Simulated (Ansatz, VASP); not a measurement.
# TiAl3 in VASP and in Ansatz

POSCAR

```
TiAl3
1.0
    4.0150063187      0.0000000000      0.0000000000
    0.0000000000      4.0150063187      0.0000000000
    0.0000000000      0.0000000000      4.0150063187
Ti Al
1 3
Direct
    0.0000000000      0.0000000000      0.0000000000
    0.5000000000      0.5000000000      0.0000000000
    0.5000000000      0.0000000000      0.5000000000
    0.0000000000      0.5000000000      0.5000000000
```

INCAR.step1

```
PREC = Accurate ; ENCUT = 520
ISMEAR = 0 ; SIGMA = 0.15
LREAL = False ; LASPH = True
NELM = 60 ; NBANDS = 18
GGA = PE ; ALGO = Normal
EDIFF = 1E-4 ; LWAVE = True
LCHARG = False
```

File INCAR.step2:

```
PREC = Accurate ; ENCUT = 520
EDIFF = 1E-6 ; ISMEAR = 0
SIGMA = 0.15 ; LREAL = False
LASPH = True ; NELM = 60
ALGO = Normal ; ISIF = 2
LWAVE = False ; LCHARG = True
METAGGA = R2SCAN ; LMIXTAU = True
LELF = True ; LVHAR = True
NBANDS = 18 ; ISTART = 1
```

Contents of KPOINTS:

```
Automatic mesh
0
Gamma
  12 12 12
```

Input for Ansatz:

```yaml
crystal:
  lattice:
    - [4.0150063187, 0.0, 0.0]
    - [0.0, 4.0150063187, 0.0]
    - [0.0, 0.0, 4.0150063187]
  atoms:
    - { symbol: Ti, position: [0.0, 0.0, 0.0] }
    - { symbol: Al, position: [0.5, 0.5, 0.0] }
    - { symbol: Al, position: [0.5, 0.0, 0.5] }
    - { symbol: Al, position: [0.0, 0.5, 0.5] }
basis:
  ecutwfc: 500
kpoints:
  mp_grid: { grid: [12, 12, 12] }
hamiltonian:
  xc: r2scan
scf:
  occupations: { method: gaussian, width: 0.15 }
output:
  forces: true
  stress: true
  eigenvalues: true
```

Change from the starting cell: strain +0.015 along x and y, +0.015 along z, atoms carried along.

Alike in both runs: task single point; functional r2SCAN; k mesh 12 × 12 × 12; occupations gaussian, width 0.15 eV; no spin polarisation.

|  | VASP | Ansatz |
| --- | --- | --- |
| version | VASP 6.6.1 | Ansatz 0.2.0 |
| potentials or method | VASP PAW PBE potentials, release 64 (Ti_sv, Al), cutoff 520 eV | scalar-relativistic, plane waves, PAW |
| valence electrons in the cell | 21 | 21 |

Ansatz gave:

| Quantity | Value |
| --- | --- |
| gap on the k mesh at the Fermi level (eV) | none |
| pressure (GPa) | -4.7 |

**Question.** Estimate VASP's values.

**Answer.** gap on the k mesh at the Fermi level (eV): none; pressure (GPa): -4.8.

VASP's potentials were made for PBE, not for r2SCAN. A gap of «none» marks a metal or a gap that the smearing closes. With one functional, cell and mesh, what is left measures potentials, basis and numerics.
